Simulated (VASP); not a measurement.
Set up this calculation in VASP 6.6.1, as the native input.

```
Task                   : single point
Functional             : PBE
Potentials or basis    : VASP PAW PBE potentials, release 64 (Si)
Cutoff                 : 520 eV
k mesh                 : 8 × 8 × 6
Occupations            : gaussian, width 0.05 eV
Spin                   : no spin polarisation
Dipole correction      : no
Further INCAR settings : ALGO = Normal; EDIFF = 1e-07; NBANDS = 16
```

The structure of Si lies in POSCAR:

```
Si
1.0
    0.0000000000     -2.7120622449     -2.7120622449
    0.0000000000      2.7120622449     -2.7120622449
    5.4241244898      0.0000000000      0.0000000000
Si
4
Direct
    0.5059494685      0.5219083380      0.0000000000
   -0.0059494685     -0.0219083380      0.5000000000
    1.0059494685      0.4780916620      0.2500000000
    0.4940505315      0.0219083380      0.7500000000
```

This cell differs from its parent crystal: atoms displaced along a vibrational mode, the cell strained.

The input as run:

INCAR

```
PREC = Accurate
ENCUT = 520
EDIFF = 1E-7
ISMEAR = 0
SIGMA = 0.05
LREAL = False
LASPH = True
NELM = 60
ALGO = Normal
ISIF = 2
LWAVE = False
LCHARG = False
GGA = PE
NBANDS = 16
```

KPOINTS

```
regular mesh
0
Gamma
  8 8 6
```

Potentials or basis: VASP PAW PBE potentials, release 64 (Si).

Command:

```console
$ cat potpaw_PBE.64/Si/POTCAR > POTCAR
$ mpirun -np 1 vasp_std > vasp.out
```

Results of the run:

The pressure is 2.0 GPa. The largest force is 0.192 eV/Å and the band gap on the k mesh is 0.56 eV (least direct gap 0.69 eV).

Caveat: the cell differs from its parent crystal (atoms displaced along a vibrational mode, the cell strained).

It took 60 s on 1 thread of AMD EPYC 9R45 96-Core Processor (Zen 5), on a shared host, peak memory 0.2 GiB.
